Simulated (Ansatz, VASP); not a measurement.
## Ta2N: VASP beside Ansatz

Contents of INCAR:

```
PREC = Accurate
ENCUT = 520
EDIFF = 1E-6
ISMEAR = 0
SIGMA = 0.15
LREAL = F
LASPH = T
NELM = 80
ALGO = Normal
ISIF = 2
LWAVE = F
LCHARG = T
LELF = T
LVHAR = T
NBANDS = 50
```

The input KPOINTS:

```
Automatic mesh
0
Gamma
  9 9 8
```

The input POSCAR:

```
Ta2N
1.0
    5.1609728685      0.0000000000      0.0000000000
   -2.5804864342      4.4695336123      0.0000000000
    0.0000000000      0.0000000000      5.0128529472
Ta N
6 3
Direct
    0.6191173904      0.6191173904      0.7526041962
    0.0000000000      0.3808826096      0.7526041962
    0.3808826096      0.0000000000      0.7526041962
    0.3808826096      0.3808826096      0.2473958038
    0.0000000000      0.6191173904      0.2473958038
    0.6191173904      0.0000000000      0.2473958038
    0.6666666667      0.3333333333      0.5000000000
    0.3333333333      0.6666666667      0.5000000000
    0.0000000000      0.0000000000      0.0000000000
```

Input for Ansatz:

```yaml
crystal:
  lattice:
    - [5.1609728685, 0.0, 0.0]
    - [-2.5804864342, 4.4695336123, 0.0]
    - [0.0, 0.0, 5.0128529472]
  atoms:
    - { symbol: Ta, position: [0.6191173904, 0.6191173904, 0.7526041962] }
    - { symbol: Ta, position: [0.0, 0.3808826096, 0.7526041962] }
    - { symbol: Ta, position: [0.3808826096, 0.0, 0.7526041962] }
    - { symbol: Ta, position: [0.3808826096, 0.3808826096, 0.2473958038] }
    - { symbol: Ta, position: [0.0, 0.6191173904, 0.2473958038] }
    - { symbol: Ta, position: [0.6191173904, 0.0, 0.2473958038] }
    - { symbol: "N", position: [0.6666666667, 0.3333333333, 0.5] }
    - { symbol: "N", position: [0.3333333333, 0.6666666667, 0.5] }
    - { symbol: "N", position: [0.0, 0.0, 0.0] }
basis:
  ecutwfc: 520.0
kpoints:
  mp_grid: { grid: [9, 9, 8] }
hamiltonian:
  xc: lda
  pseudopotentials: { kind: paw, azcp: { folder: soft_1 } }
scf:
  occupations: { method: gaussian, width: 0.15 }
output:
  forces: true
  stress: true
  eigenvalues: true
```

Alike in both runs: task single point; functional LDA; k mesh 9 × 9 × 8; occupations gaussian, width 0.15 eV; no spin polarisation.

```csv
,VASP,Ansatz
version,VASP 6.6.1,Ansatz 0.2.0
potentials or method,"VASP PAW LDA potentials, release 64 (Ta_pv, N), cutoff 520 eV","scalar-relativistic, plane waves, PAW"
valence electrons in the cell,81,93
```

Ansatz gave:

- gap on the k mesh at the Fermi level (eV): none
- pressure (GPa): 16.4
- traceless stress, the component that is largest in VASP (GPa): -8.22
- rms of the force components (eV/Å): 3.089

What did VASP give for the same quantities?

gap on the k mesh at the Fermi level (eV): none; pressure (GPa): 18.2; traceless stress, the component that is largest in VASP (GPa): -8.21; rms of the force components (eV/Å): 3.115.

Ansatz warns that its potentials were made for another functional, while VASP's fit it. LDA's correlation is that of Perdew and Zunger in VASP and of Perdew and Wang (1992) in Ansatz. Atom by atom the forces differ by 0.030 eV/Å (rms over components). A gap of «none» marks a metal or a gap that the smearing closes. VASP's potentials hold 81 valence electrons a cell and Ansatz's 93, so a difference there can come from the potentials and not from the codes.

Spin-orbit coupling is off throughout.
